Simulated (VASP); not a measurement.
Set up this calculation in VASP 6.6.1, as the native input.

- Task: relaxation of cell and atoms
- Functional: PBE
- Potentials or basis: VASP PAW PBE potentials, release 64 (Ga_d, Sn_d, H)
- Cutoff: 600 eV
- k mesh: 4 × 4 × 4
- Occupations: gaussian, width 0.1 eV
- Spin: no spin polarisation
- Dipole correction: no
- Further INCAR settings: ALGO = Normal; EDIFF = 1e-06; IBRION = 2; EDIFFG = -0.04; NSW = 90; ISIF = 3

The structure of Ga2SnH6 lies in POSCAR:

```
Ga2SnH6
1.0
    0.0000000000      4.0880668500      4.0880668500
    4.0880668500      0.0000000000      4.0880668500
    4.0880668500      4.0880668500      0.0000000000
Ga Sn H
2 1 6
Direct
    0.7500000000      0.7500000000      0.7500000000
    0.2500000000      0.2500000000      0.2500000000
    0.0000000000      0.0000000000      0.0000000000
    0.5000000000      0.0000000000      0.0000000000
    0.0000000000      0.5000000000      0.0000000000
    0.0000000000      0.0000000000      0.5000000000
    0.0000000000      0.5000000000      0.5000000000
    0.5000000000      0.0000000000      0.5000000000
    0.5000000000      0.5000000000      0.0000000000
```

These files were run (other wordings do the same):

INCAR

```
  PREC = Accurate
  ENCUT = 600
  EDIFF = 1E-6
  ISMEAR = 0
  SIGMA = 0.1
  LREAL = F
  LASPH = T
  NELM = 100
  ALGO = Normal
  ISIF = 3
  LWAVE = F
  LCHARG = F
  GGA = PE
  IBRION = 2
  NSW = 90
  EDIFFG = -0.04
```

KPOINTS

```
regular mesh
0
Gamma
  4 4 4
```

Potentials or basis: VASP PAW PBE potentials, release 64 (Ga_d, Sn_d, H).

Run with:

```sh
$ cat potpaw_PBE.64/Ga_d/POTCAR potpaw_PBE.64/Sn_d/POTCAR potpaw_PBE.64/H/POTCAR > POTCAR
$ mpirun -np 1 vasp_std > vasp.out
```

It gave:

```yaml
Relaxed_volume: 11.84 Å³/atom
Relaxed_cell: a = 5.321 Å, b = 5.321 Å, c = 5.321 Å, α = 60.00°, β = 60.00°, γ = 60.00°
Space_group_after_relaxing_to_0.1_Å: Fm-3m (No. 225)
Energy_gained_by_relaxing: 101.8 meV/atom
Ionic_steps: 4
Pressure_after_relaxing: 0.1 GPa
Band_gap_on_the_k_mesh: zero (bands 23 and 24 overlap by 3.49 eV)
```

Caveat: the volume moved by over 15 % at a fixed basis, so the end points are rough; spin-orbit coupling is left out, which moves the levels of the heavy elements.

Run time: 110 s on 1 thread of Intel(R) Xeon(R) 6975P-C (Granite Rapids) (shared host), peak memory 0.36 GiB.
